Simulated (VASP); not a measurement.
Wanted: the native input for a VASP 6.6.1 run.

| Item | Value |
| --- | --- |
| Task | single point |
| Functional | LDA |
| Potentials or basis | VASP PAW LDA potentials, release 64 (Ni, Al) |
| Cutoff | 520 eV |
| k mesh | 10 × 10 × 9 |
| Occupations | fermi-dirac, width 0.05 eV |
| Spin | collinear spin, ferromagnetic start |
| Starting moments | [1.0, 0.0] μB |
| Dipole correction | no |
| Further INCAR settings | ALGO = Normal; EDIFF = 1e-06; NBANDS = 18 |

The structure of AlNi lies in POSCAR:

```
AlNi
1.0
    1.9124922205     -1.9267924526      0.0000000000
    1.9124922205      1.9267924526      0.0000000000
    0.0000000000      0.0000000000      3.0575407166
Ni Al
1 1
Direct
    0.5000000000      0.5000000000      0.5000000000
    0.0000000000      0.0000000000      0.0000000000
```

The input as run:

INCAR

```
SYSTEM = AlNi
PREC     = Accurate       ! precision mode
ENCUT    = 520            ! plane-wave cutoff, eV
EDIFF    = 1E-6           ! SCF threshold, eV
ISMEAR   = -1             ! smearing method
SIGMA    = 0.05           ! smearing width, eV
LREAL    = .FALSE.        ! projectors in reciprocal space
LASPH    = .TRUE.         ! aspherical terms in the spheres
NELM     = 150            ! most SCF steps
ALGO     = Normal         ! electronic algorithm
ISIF     = 2              ! what is computed and relaxed
LWAVE    = .FALSE.        ! write WAVECAR
LCHARG   = .FALSE.        ! write CHGCAR
ISPIN    = 2              ! spin polarisation
MAGMOM   = 1 0            ! initial moments
LORBIT   = 11             ! projections on sites
LMAXMIX  = 4              ! l up to which the mixer works
NBANDS   = 18             ! bands
```

KPOINTS

```
regular mesh
0
G
  10 10 9
  0 0 0
```

Potentials or basis: VASP PAW LDA potentials, release 64 (Ni, Al).

Command:

```bash
$ cat potpaw_LDA.64/Ni/POTCAR potpaw_LDA.64/Al/POTCAR > POTCAR
$ mpirun -np 1 vasp_std > vasp.out
```

Results of the run:

```
Pressure                                              : 2.7 GPa
Net moment                                            : 0.00 μB per cell
Valence electrons inside the program's atomic spheres : Ni 9.60; Al 0.84
```

Wall time 110 s on 1 thread of Intel Xeon 8259CL, on a shared host, peak memory 0.2 GiB.
